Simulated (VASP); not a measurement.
# SrO (rock salt type) (Fm-3m) in VASP: single point with PBE

Aim: the single point of SrO (rock salt type) with PBE.

Everything below comes from runs of VASP 6.6.1. Logs are shortened: lines on timing, memory, paths and dates and some standing lists are left out, and cuts for length are marked.

### Step 1. The cell of the first run

The structure is cubic, space group Fm-3m (No. 225). The conventional cell has a = 5.195 Å, b = 5.195 Å, c = 5.195 Å, α = 90.00°, β = 90.00°, γ = 90.00°. Within 3.4 Å of Sr (site symmetry m-3m) lie 6 O at 2.60 Å. O (site symmetry m-3m) has 6 Sr at 2.60 Å within 3.4 Å.

### Step 2. Single point, PBE

Contents of INCAR:

```
ALGO = Normal
EDIFF = 1E-6
ENCUT = 520
GGA = PE
ISIF = 2
ISMEAR = -1
LASPH = True
LCHARG = False
LREAL = False
LWAVE = False
NBANDS = 15
NELM = 100
PREC = Accurate
SIGMA = 0.06122561905347299
```

Contents of KPOINTS:

```
k-points
0
Gamma
  36 36 36
```

Contents of POSCAR:

```
SrO
1.0
    0.0000000000      2.5976274371      2.5976274371
    2.5976274371      0.0000000000      2.5976274371
    2.5976274371      2.5976274371      0.0000000000
Sr O
1 1
Direct
    0.0000000000      0.0000000000      0.0000000000
    0.5000000000      0.5000000000      0.5000000000
```

Potentials or basis: VASP PAW PBE potentials, release 64 (Sr_sv, O).

Launch:

```sh
cat potpaw_PBE.64/Sr_sv/POTCAR potpaw_PBE.64/O/POTCAR > POTCAR
mpirun -np 1 vasp_std > vasp.out
```

OUTCAR:

```text
EDIFF = 1E-6
   ENCUT = 520
   GGA = PE
   ISIF = 2
   ISMEAR = -1
   LASPH = True
   LREAL = False
   NELM = 100
   PREC = Accurate

 ion  position               nearest neighbor table
   1  0.000  0.000  0.000-   2 2.60   2 2.60   2 2.60   2 2.60   2 2.60   2 2.60
   2  0.500  0.500  0.500-   1 2.60   1 2.60   1 2.60   1 2.60   1 2.60   1 2.60

  LATTYP: Found a face centered cubic cell.
 ALAT       =     5.1952548742

  Lattice vectors:

 A1 = (   0.0000000000,   2.5976274371,   2.5976274371)
 A2 = (   2.5976274371,   0.0000000000,   2.5976274371)
 A3 = (   2.5976274371,   2.5976274371,   0.0000000000)

Analysis of symmetry for initial positions (statically):
=====================================================================
 Subroutine PRICEL returns:
 Original cell was already a primitive cell.

 Routine SETGRP: Setting up the symmetry group for a
 face centered cubic supercell.

 Subroutine GETGRP returns: Found 48 space group operations
 (whereof 48 operations were pure point group operations)
 out of a pool of 48 trial point group operations.

The static configuration has the point symmetry O_h .

Analysis of symmetry for dynamics (positions and initial velocities):
=====================================================================
 Subroutine PRICEL returns:
 Original cell was already a primitive cell.

 Routine SETGRP: Setting up the symmetry group for a
 face centered cubic supercell.

 Subroutine GETGRP returns: Found 48 space group operations
 (whereof 48 operations were pure point group operations)
 out of a pool of 48 trial point group operations.

The dynamic configuration has the point symmetry O_h .

 Subroutine INISYM returns: Found 48 space group operations
 (whereof 48 operations are pure point group operations),
 and found     1 'primitive' translations

----------------------------------------------------------------------------------------

                                     Primitive cell

  volume of cell :      35.0559

  direct lattice vectors                    reciprocal lattice vectors
     0.000000000  2.597627437  2.597627437    -0.192483338  0.192483338  0.192483338
     2.597627437  0.000000000  2.597627437     0.192483338 -0.192483338  0.192483338
     2.597627437  2.597627437  0.000000000     0.192483338  0.192483338 -0.192483338

  length of vectors
     3.673599952  3.673599952  3.673599952     0.333390921  0.333390921  0.333390921

  position of ions in fractional coordinates (direct lattice)
     0.000000000  0.000000000  0.000000000
     0.500000000  0.500000000  0.500000000

  ion indices of the primitive-cell ions
   primitive index   ion index
                 1           1
                 2           2

----------------------------------------------------------------------------------------

 KPOINTS: k-points

Automatic generation of k-mesh.
 Grid dimensions read from file:
 generate k-points for:   36   36   36

 Generating k-lattice:

  Cartesian coordinates                     Fractional coordinates (reciprocal lattice)
    -0.005346759  0.005346759  0.005346759     0.027777778  0.000000000  0.000000000
     0.005346759 -0.005346759  0.005346759     0.000000000  0.027777778  0.000000000
     0.005346759  0.005346759 -0.005346759     0.000000000  0.000000000  0.027777778

  Length of vectors
     0.009260859  0.009260859  0.009260859

  Shift w.r.t. Gamma in fractional coordinates (k-lattice)
     0.000000000  0.000000000  0.000000000

 Subroutine IBZKPT returns following result:
 ===========================================

 Found   1240 irreducible k-points:

 Following reciprocal coordinates:
            Coordinates               Weight
  0.000000  0.000000  0.000000      1.000000
  0.027778  0.000000  0.000000      8.000000
  0.055556  0.000000  0.000000      8.000000
  0.083333  0.000000  0.000000      8.000000
  0.111111  0.000000  0.000000      8.000000
  0.138889  0.000000  0.000000      8.000000
[... 16 lines left out ...]
  0.111111  0.027778  0.000000     24.000000
  0.138889  0.027778  0.000000     24.000000
 [... further k-points ...]
   k-points           NKPTS =   1240   k-points in BZ     NKDIM =   1240   number of bands    NBANDS=     15
   number of dos      NEDOS =    301   number of ions     NIONS =      2
   total plane-waves  NPLWV =  21952
   dimension x,y,z NGX =    28 NGY =   28 NGZ =   28
   dimension x,y,z NGXF=    56 NGYF=   56 NGZF=   56
   ions per type =               1   1
   NGX,Y,Z   is equivalent  to a cutoff of  12.67, 12.67, 12.67 a.u.
   NGXF,Y,Z  is equivalent  to a cutoff of  25.34, 25.34, 25.34 a.u.
 SYSTEM =  unknown system
   PREC   = accura    normal or accurate (medium, high low for compatibility)
   ISTART =      0    job   : 0-new  1-cont  2-samecut
   ICHARG =      2    charge: 1-file 2-atom 10-const
   ISPIN  =      1    spin polarized calculation?
   LNONCOLLINEAR =      F non collinear calculations
   LSORBIT =      F    spin-orbit coupling
   LASPH  =      T    aspherical Exc in radial PAW
   ENCUT  =  520.0 eV  38.22 Ry    6.18 a.u.   6.83  6.83  6.83*2*pi/ulx,y,z
   NELM   =    100;   NELMIN=  2; NELMDL= -5     # of ELM steps
   EDIFF  = 0.1E-05   stopping-criterion for ELM
   LREAL  =      F    real-space projection
   EDIFFG = 0.1E-04   stopping-criterion for IOM
   NSW    =      0    number of steps for IOM
   IBRION =     -1    ionic relax: 0-MD 1-quasi-New 2-CG
   NFREE  =      0    steps in history (QN), initial steepest desc. (CG)
   ISIF   =      2    stress and relaxation
   ISYM   =      2    0-nonsym 1-usesym 2-fastsym
   POTIM  = 0.5000    time-step for ionic-motion
   TEBEG  =    0.0;   TEEND  =   0.0 temperature during run
   PSTRESS=    0.0 pullay stress
   NELECT =      16.0000    total number of electrons
   NUPDOWN=      -1.0000    fix difference up-down
   EMIN   =  10.00;   EMAX   =-10.00  energy-range for DOS
   EFERMI =   0.00;   METHOD = LEGACY
   ISMEAR =    -1;   SIGMA  =   0.06  broadening in eV -4-tet -1-fermi 0-gaus
   EFERMI_NEDOS =   21; number of points for ismear=-14 and -15
   IALGO  =     38    algorithm
   IMIX   =      4    mixing-type and parameters
     AMIX     =   0.40;   BMIX     =  1.00
     AMIX_MAG =   1.60;   BMIX_MAG =  1.00
  volume/ion in A,a.u.               =      17.53       118.28
  Fermi-wavevector in a.u.,A,eV,Ry     =   1.260457  2.381918 21.616274  1.588751
  Thomas-Fermi vector in A             =   2.393965
   LORBIT       =      0    0 simple, 1 ext, 2 COOP (PROOUT), +10 PAW based schemes
   GGA     = PE    functional components
   LHFCALC =     F    Hartree Fock is set to
   AEXX    =    0.0000 exact exchange contribution
   IVDW    =     0    specifies the selected vdW correction
   LEPSILON=     F    determine dielectric tensor
   LRPA    =     F    only Hartree local field effects (RPA)
 non-spin polarized calculation
  energy-cutoff  :      520.00
  volume of cell :       35.06
 maximum number of plane-waves:       960
   NGX = 13   NGY = 13   NGZ = 13

 number of electron      16.0000000 magnetization

 Free energy of the ion-electron system (eV)
  ---------------------------------------------------
  ext. energy  EPLUGINS =         0.00000000
  ---------------------------------------------------
  free energy    TOTEN  =       -12.05469366 eV

  energy without entropy =      -12.05469366  energy(sigma->0) =      -12.05469366

 E-fermi :   2.8853     XC(G=0):  -9.8814

 val. band max:        1.5199021326   @ k =   0.0000   0.0000   0.0000
 cond. band min:       4.8002103875   @ k =   0.5000   0.5000   0.0000
 fundamental gap:      3.2803082549
 Fermi energy:         2.8852750399

 k-point     1 :       0.0000    0.0000    0.0000
  band No.  band energies     occupation
      1     -30.9793      2.00000
      2     -13.5314      2.00000
      3     -12.6477      2.00000
      4     -12.6477      2.00000
      5     -12.6477      2.00000
      6       1.5199      2.00000
      7       1.5199      2.00000
      8       1.5199      2.00000
      9       5.2857      0.00000
     10       7.6612      0.00000
     11       7.6612      0.00000
     12       7.6612      0.00000
     13       9.7597      0.00000
     14       9.7597      0.00000
     15      14.0783      0.00000

 k-point     2 :       0.0278    0.0000    0.0000
  band No.  band energies     occupation
      1     -30.9784      2.00000
      2     -13.5573      2.00000
      3     -12.6483      2.00000
      4     -12.6483      2.00000
      5     -12.6240      2.00000
      6       1.4938      2.00000
      7       1.5099      2.00000
      8       1.5099      2.00000
      9       5.3239      0.00000
     10       7.6510      0.00000
     11       7.6761      0.00000
     12       7.6761      0.00000
     13       9.7797      0.00000
     14       9.7797      0.00000
     15      14.1302      0.00000

 k-point     3 :       0.0556    0.0000    0.0000
  band No.  band energies     occupation
      1     -30.9758      2.00000
      2     -13.6275      2.00000
      3     -12.6500      2.00000
      4     -12.6500      2.00000
      5     -12.5606      2.00000
      6       1.4187      2.00000
      7       1.4805      2.00000
      8       1.4805      2.00000
      9       5.4353      0.00000
     10       7.6225      0.00000
     11       7.7205      0.00000
     12       7.7205      0.00000
     13       9.8392      0.00000
     14       9.8392      0.00000
     15      14.2827      0.00000
[... 343 lines left out ...]
 k-point    23 :       0.1111    0.0278    0.0000
  band No.  band energies     occupation
      1     -30.9668      2.00000
      2     -13.8141      2.00000
      3     -12.6626      2.00000
      4     -12.6548      2.00000
      5     -12.3915      2.00000
      6       1.1641      2.00000
      7       1.3861      2.00000
      8       1.4180      2.00000
      9       5.7811      0.00000
     10       7.4948      0.00000
     11       7.8725      0.00000
     12       7.9210      0.00000
     13       9.9769      0.00000
     14      10.0963      0.00000
     15      14.7769      0.00000

 k-point    24 :       0.1389    0.0278    0.0000
  band No.  band energies     occupation
      1     -30.9600      2.00000
      2     -13.9329      2.00000
      3     -12.6685      2.00000
      4     -12.6579      2.00000
      5     -12.2902      2.00000
      6       1.0100      2.00000
      7       1.3075      2.00000
      8       1.3526      2.00000
      9       6.0358      0.00000
     10       7.4528      0.00000
     11       7.9800      0.00000
     12       8.0510      0.00000
     13      10.1184      0.00000
     14      10.2593      0.00000
     15      15.1440      0.00000

 [... further k-points ...]
[... 5 lines left out ...]
  --------------------------------------------------------------------------------------
  -------------------------------------------------------------------------------------
  Total        0.1081383      0.1081383      0.1081383      0.0000000      0.0000000      0.0000000
  in kB        4.9423063      4.9423063      4.9423063      0.0000000      0.0000000      0.0000000
  external PRESSURE =       4.9423063 kB  Pullay stress =       0.0000000 kB

 VOLUME and BASIS-vectors are now :
 -----------------------------------------------------------------------------
  energy-cutoff  :      520.00
  volume of cell :       35.06
      direct lattice vectors                 reciprocal lattice vectors
     0.000000000  2.597627437  2.597627437    -0.192483338  0.192483338  0.192483338
     2.597627437  0.000000000  2.597627437     0.192483338 -0.192483338  0.192483338
     2.597627437  2.597627437  0.000000000     0.192483338  0.192483338 -0.192483338

 POSITION                                       TOTAL-FORCE (eV/Angst)
 -----------------------------------------------------------------------------------
      0.00000      0.00000      0.00000         0.000000      0.000000     -0.000000
      2.59763      2.59763      2.59763        -0.000000     -0.000000      0.000000
 -----------------------------------------------------------------------------------
    total drift:                                0.000000      0.000000      0.000000

  FREE ENERGIE OF THE ION-ELECTRON SYSTEM (eV)
  ---------------------------------------------------
  free  energy   TOTEN  =       -12.0546936596 eV

  energy  without entropy=      -12.0546936596  energy(sigma->0) =      -12.05469366
```

It took 6.2 min on 1 thread of Intel Xeon 6975P-C (Granite Rapids), shared host; peak memory 0.7 GiB.

Results:

```
Free energy            : -12.0547 eV
Pressure               : 0.5 GPa
Band gap on the k mesh : 3.28 eV, indirect (least direct gap 3.39 eV)
```
